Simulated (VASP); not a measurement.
# H18CO9 in VASP: notebook, part 2 of 3

VASP 6.6.1. The steps go on from the part before.

### Step 3. Single point, PBE+D3(BJ)

Contents of INCAR:

```
ALGO = Normal
EDIFF = 1E-6
ENCUT = 520
GGA = PE
GGA_COMPAT = False
ISIF = 2
ISMEAR = -1
IVDW = 12
LASPH = True
LCHARG = False
LREAL = False
LWAVE = False
NBANDS = 58
NELM = 120
PREC = Accurate
SIGMA = 0.05
```

Contents of KPOINTS:

```
k-points
0
Gamma
  1 1 1
```

Contents of POSCAR:

```
H18CO9
1.0
    6.7017590000      0.0000000000      0.0000000000
    0.0000000000      6.7017590000      0.0000000000
    0.0000000000      0.0000000000      6.7017590000
O H C
9 18 1
Direct
    0.1952621692     -0.0313798213      0.9495865190
    0.5242205815      0.7571594264      0.8614007158
    0.1096279350      0.5025247849      0.1209383984
    0.7014277893      0.4852009748      0.0311112351
    0.6708388052      0.7184531703      0.4333489163
    0.9837864955      0.0637892231      0.6280589917
    0.6025283810      0.2557239077      0.6821940329
    0.4155774626      0.2787327924      0.1663742310
    0.1772072078      0.6057364940      0.6964887875
    0.1785949032     -0.1030475730      1.0781050169
    0.0627596427      0.0482261448      0.9368286744
    0.5247577539      0.8705624896      0.7618596849
    0.4223667249      0.8345570170      0.9578977698
    0.0951392015      0.4956907582     -0.0225612410
    0.2277014139      0.4575216745      0.1481998980
    0.6625275543      0.6040652909     -0.0514342578
    0.8649520223      0.4697125038      0.0415711756
    0.8157112185      0.6961605155      0.4324536290
    0.6401752137      0.6451440584      0.3301968931
    1.0131817632      0.1989626902      0.5935904290
    1.1182288113      0.0226507697      0.5807728986
    0.5256231983      0.1651954360      0.6001111052
    0.5892781283      0.2228519408      0.8191729962
    0.5708650520      0.3468492376      0.1392917889
    0.3581597011      0.1928896578      0.0653858189
    0.2365498371      0.5697011785      0.4108025968
    0.2756888154      0.3424474082      0.5757891324
    0.2234338776      0.5001075091      0.5672839026
```

Potentials or basis: VASP PAW PBE potentials, release 64 (O, H, C).

Run with:

```sh
$ cat potpaw_PBE.64/O/POTCAR potpaw_PBE.64/H/POTCAR potpaw_PBE.64/C/POTCAR > POTCAR
$ mpirun -np 1 vasp_gam > vasp.out
```

OUTCAR:

```text
EDIFF = 1E-6
   ENCUT = 520
   GGA = PE
   ISIF = 2
   ISMEAR = -1
   IVDW = 12
   LASPH = True
   LREAL = False
   NELM = 120
   PREC = Accurate
 IVDW          = 12

 ion  position               nearest neighbor table
   1  0.195  0.969  0.950-  10 0.99  11 1.04
   2  0.524  0.757  0.861-  12 1.01  13 1.07
   3  0.110  0.503  0.121-  15 0.87  14 0.97
   4  0.701  0.485  0.031-  16 1.00  17 1.10
   5  0.671  0.718  0.433-  19 0.87  18 0.98
   6  0.984  0.064  0.628-  20 0.96  21 0.99
   7  0.603  0.256  0.682-  23 0.95  22 0.97
   8  0.416  0.279  0.166-  25 0.97  24 1.15
   9  0.177  0.606  0.696-  28 1.16
  10  0.179  0.897  0.078-   1 0.99
  11  0.063  0.048  0.937-   1 1.04
  12  0.525  0.871  0.762-   2 1.01
  13  0.422  0.835  0.958-   2 1.07
  14  0.095  0.496  0.977-   3 0.97
[... 11 lines left out ...]
  26  0.237  0.570  0.411-  28 1.15
  27  0.276  0.342  0.576-  28 1.11
  28  0.223  0.500  0.567-  27 1.11  26 1.15   9 1.16

  LATTYP: Found a simple cubic cell.
 ALAT       =     6.7017590000

  Lattice vectors:

 A1 = (   6.7017590000,   0.0000000000,   0.0000000000)
 A2 = (   0.0000000000,   6.7017590000,   0.0000000000)
 A3 = (   0.0000000000,   0.0000000000,   6.7017590000)

Analysis of symmetry for initial positions (statically):
=====================================================================
 Subroutine PRICEL returns:
 Original cell was already a primitive cell.

 Routine SETGRP: Setting up the symmetry group for a
 simple cubic supercell.

 Subroutine GETGRP returns: Found  1 space group operations
 (whereof  1 operations were pure point group operations)
 out of a pool of 48 trial point group operations.

The static configuration has the point symmetry C_1 .

Analysis of symmetry for dynamics (positions and initial velocities):
=====================================================================
 Subroutine PRICEL returns:
 Original cell was already a primitive cell.

 Routine SETGRP: Setting up the symmetry group for a
 simple cubic supercell.

 Subroutine GETGRP returns: Found  1 space group operations
 (whereof  1 operations were pure point group operations)
 out of a pool of 48 trial point group operations.

The dynamic configuration has the point symmetry C_1 .

 Subroutine INISYM returns: Found  1 space group operations
 (whereof  1 operations are pure point group operations),
 and found     1 'primitive' translations

----------------------------------------------------------------------------------------

                                     Primitive cell

  volume of cell :     300.9999

  direct lattice vectors                    reciprocal lattice vectors
     6.701759000  0.000000000  0.000000000     0.149214557  0.000000000  0.000000000
     0.000000000  6.701759000  0.000000000     0.000000000  0.149214557  0.000000000
     0.000000000  0.000000000  6.701759000     0.000000000  0.000000000  0.149214557

  length of vectors
     6.701759000  6.701759000  6.701759000     0.149214557  0.149214557  0.149214557

  position of ions in fractional coordinates (direct lattice)
     0.195262169  0.968620179  0.949586519
     0.524220582  0.757159426  0.861400716
     0.109627935  0.502524785  0.120938398
     0.701427789  0.485200975  0.031111235
     0.670838805  0.718453170  0.433348916
     0.983786495  0.063789223  0.628058992
[... 20 lines left out ...]
     0.275688815  0.342447408  0.575789132
     0.223433878  0.500107509  0.567283903

  ion indices of the primitive-cell ions
   primitive index   ion index
                 1           1
                 2           2
                 3           3
                 4           4
                 5           5
                 6           6
[... 20 lines left out ...]
                27          27
                28          28

----------------------------------------------------------------------------------------

 KPOINTS: k-points

Automatic generation of k-mesh.
 Grid dimensions read from file:
 generate k-points for:    1    1    1

 Generating k-lattice:

  Cartesian coordinates                     Fractional coordinates (reciprocal lattice)
     0.149214557  0.000000000  0.000000000     1.000000000  0.000000000  0.000000000
     0.000000000  0.149214557  0.000000000     0.000000000  1.000000000  0.000000000
     0.000000000  0.000000000  0.149214557     0.000000000  0.000000000  1.000000000

  Length of vectors
     0.149214557  0.149214557  0.149214557

  Shift w.r.t. Gamma in fractional coordinates (k-lattice)
     0.000000000  0.000000000  0.000000000

 Subroutine IBZKPT returns following result:
 ===========================================

 Found      1 irreducible k-points:

 Following reciprocal coordinates:
            Coordinates               Weight
  0.000000  0.000000  0.000000      1.000000
   k-points           NKPTS =      1   k-points in BZ     NKDIM =      1   number of bands    NBANDS=     58
   number of dos      NEDOS =    301   number of ions     NIONS =     28
   total plane-waves  NPLWV = 125000
   dimension x,y,z NGX =    50 NGY =   50 NGZ =   50
   dimension x,y,z NGXF=   100 NGYF=  100 NGZF=  100
   ions per type =               9  18   1
   NGX,Y,Z   is equivalent  to a cutoff of  12.40, 12.40, 12.40 a.u.
   NGXF,Y,Z  is equivalent  to a cutoff of  24.81, 24.81, 24.81 a.u.
 SYSTEM =  unknown system
   PREC   = accura    normal or accurate (medium, high low for compatibility)
   ISTART =      0    job   : 0-new  1-cont  2-samecut
   ICHARG =      2    charge: 1-file 2-atom 10-const
   ISPIN  =      1    spin polarized calculation?
   LNONCOLLINEAR =      F non collinear calculations
   LSORBIT =      F    spin-orbit coupling
   LASPH  =      T    aspherical Exc in radial PAW
   ENCUT  =  520.0 eV  38.22 Ry    6.18 a.u.  12.46 12.46 12.46*2*pi/ulx,y,z
   NELM   =    120;   NELMIN=  2; NELMDL= -5     # of ELM steps
   EDIFF  = 0.1E-05   stopping-criterion for ELM
   LREAL  =      F    real-space projection
   EDIFFG = 0.1E-04   stopping-criterion for IOM
   NSW    =      0    number of steps for IOM
   IBRION =     -1    ionic relax: 0-MD 1-quasi-New 2-CG
   NFREE  =      0    steps in history (QN), initial steepest desc. (CG)
   ISIF   =      2    stress and relaxation
   ISYM   =      2    0-nonsym 1-usesym 2-fastsym
   POTIM  = 0.5000    time-step for ionic-motion
   TEBEG  =    0.0;   TEEND  =   0.0 temperature during run
   PSTRESS=    0.0 pullay stress
   NELECT =      76.0000    total number of electrons
   NUPDOWN=      -1.0000    fix difference up-down
   EMIN   =  10.00;   EMAX   =-10.00  energy-range for DOS
   EFERMI =   0.00;   METHOD = LEGACY
   ISMEAR =    -1;   SIGMA  =   0.05  broadening in eV -4-tet -1-fermi 0-gaus
   EFERMI_NEDOS =   21; number of points for ismear=-14 and -15
   IALGO  =     38    algorithm
   IMIX   =      4    mixing-type and parameters
     AMIX     =   0.40;   BMIX     =  1.00
     AMIX_MAG =   1.60;   BMIX_MAG =  1.00
  volume/ion in A,a.u.               =      10.75        72.54
  Fermi-wavevector in a.u.,A,eV,Ry     =   1.034722  1.955342 14.567086  1.070651
  Thomas-Fermi vector in A             =   2.169031
   LORBIT       =      0    0 simple, 1 ext, 2 COOP (PROOUT), +10 PAW based schemes
   GGA     = PE    functional components
   LHFCALC =     F    Hartree Fock is set to
   AEXX    =    0.0000 exact exchange contribution
   IVDW    =    12    specifies the selected vdW correction
   LEPSILON=     F    determine dielectric tensor
   LRPA    =     F    only Hartree local field effects (RPA)
 non-spin polarized calculation
  energy-cutoff  :      520.00
  volume of cell :      301.00
 maximum number of plane-waves:      4109
 NGX is ok and might be reduce to    50
   NGX = 25   NGY = 25   NGZ = 25

 number of electron      76.0000005 magnetization

 Free energy of the ion-electron system (eV)
  ---------------------------------------------------
  ext. energy  EPLUGINS =         0.00000000
  ---------------------------------------------------
  free energy    TOTEN  =      -134.86803297 eV

  energy without entropy =     -134.86803297  energy(sigma->0) =     -134.86803297

 E-fermi :  -1.8455     XC(G=0):  -6.6648

 val. band max:       -3.1370552317   @ k =   0.0000   0.0000   0.0000
 cond. band min:       0.6211883513   @ k =   0.0000   0.0000   0.0000
 fundamental gap:      3.7582435830
 Fermi energy:        -1.8455052732

 k-point     1 :       0.0000    0.0000    0.0000
  band No.  band energies     occupation
      1     -24.5921      2.00000
      2     -23.0886      2.00000
      3     -22.7294      2.00000
      4     -22.4674      2.00000
      5     -22.3505      2.00000
      6     -22.0965      2.00000
[... 42 lines left out ...]
     49       6.0492      0.00000
     50       6.1764      0.00000
 [bands above 50 left out]

------------------------ aborting loop because EDIFF is reached ----------------------------------------

 Edisp (eV)   -0.96084

 E8    (eV) :    -0.2014

  FORCE on cell =-STRESS in cart. coord.  units (eV):
  Direction    XX          YY          ZZ          XY          YZ          ZX
  --------------------------------------------------------------------------------------
  -------------------------------------------------------------------------------------
  Total       0.10868     4.80297     8.68786    -2.82195     5.11484     3.37814
  in kB       0.57849    25.56549    46.24417   -15.02084    27.22550    17.98134
  external pressure =       24.13 kB  Pullay stress =        0.00 kB

 VOLUME and BASIS-vectors are now :
 -----------------------------------------------------------------------------
  energy-cutoff  :      520.00
  volume of cell :      301.00
      direct lattice vectors                 reciprocal lattice vectors
     6.701759000  0.000000000  0.000000000     0.149214557  0.000000000  0.000000000
     0.000000000  6.701759000  0.000000000     0.000000000  0.149214557  0.000000000
     0.000000000  0.000000000  6.701759000     0.000000000  0.000000000  0.149214557

 POSITION                                       TOTAL-FORCE (eV/Angst)
 -----------------------------------------------------------------------------------
      1.30860      6.49146      6.36390        -1.979251      1.125611      1.370046
      3.51320      5.07430      5.77290        -2.330264      3.840237      0.854096
      0.73470      3.36780      0.81050        -8.424804      3.575344     -1.409980
      4.70080      3.25170      0.20850         4.249224     -1.137368      0.887097
      4.49580      4.81490      2.90420         2.550517      3.716979      5.277391
      6.59310      0.42750      4.20910         1.510896     -0.603602     -0.589252
[... 20 lines left out ...]
      1.84760      2.29500      3.85880        -0.279937     -0.087099      0.329216
      1.49740      3.35160      3.80180         2.022781     -1.553915     -5.389480
 -----------------------------------------------------------------------------------
    total drift:                                0.001373     -0.002464     -0.001218

  FREE ENERGIE OF THE ION-ELECTRON SYSTEM (eV)
  ---------------------------------------------------
  free  energy   TOTEN  =      -135.8288749383 eV

  energy  without entropy=     -135.8288749383  energy(sigma->0) =     -135.82887494
```

Run time: 48 s. Hardware: 1 thread of Intel Xeon Platinum 8175M at 2.50GHz (Skylake/Cascade Lake), shared host; peak memory 0.32 GiB.

Results:

| Property | Result |
| --- | --- |
| Free energy | -135.8289 eV |
| Pressure | 2.4 GPa |
| Largest force | 9.260 eV/Å |
| Band gap on the k mesh | 3.76 eV |
| Dispersion energy per atom | -0.034 eV |

Forces in eV/Å, atoms in the order of the input:
```
O   -1.979  1.126  1.370
O   -2.330  3.840  0.854
O   -8.425  3.575 -1.410
O    4.249 -1.137  0.887
O    2.551  3.717  5.277
O    1.511 -0.604 -0.589
O    0.224  0.606 -1.388
O    2.325  1.133  1.140
O   -1.958  2.312  4.566
H   -0.189  0.222 -0.570
H    1.948 -1.324 -0.341
H    0.695 -1.665  0.391
H    1.990 -1.937 -1.738
H    0.799  0.473 -1.007
H    7.796 -3.553  1.676
H   -0.095 -0.071 -0.017
H   -3.917  0.524  0.293
H   -0.329  0.477  0.524
H   -2.252 -4.088 -5.893
H   -1.078  1.620 -0.091
H   -0.691 -1.097  0.547
H    0.109 -0.274 -0.012
H   -0.211 -0.271  1.151
H   -2.820 -0.926 -0.746
H    0.397 -0.326 -0.440
H   -0.061 -0.713  0.627
H   -0.280 -0.087  0.329
C    2.023 -1.554 -5.389
```

Caveat: the k points lie up to 0.94 Å⁻¹ apart.

(Part 2 of 3 ends here.)
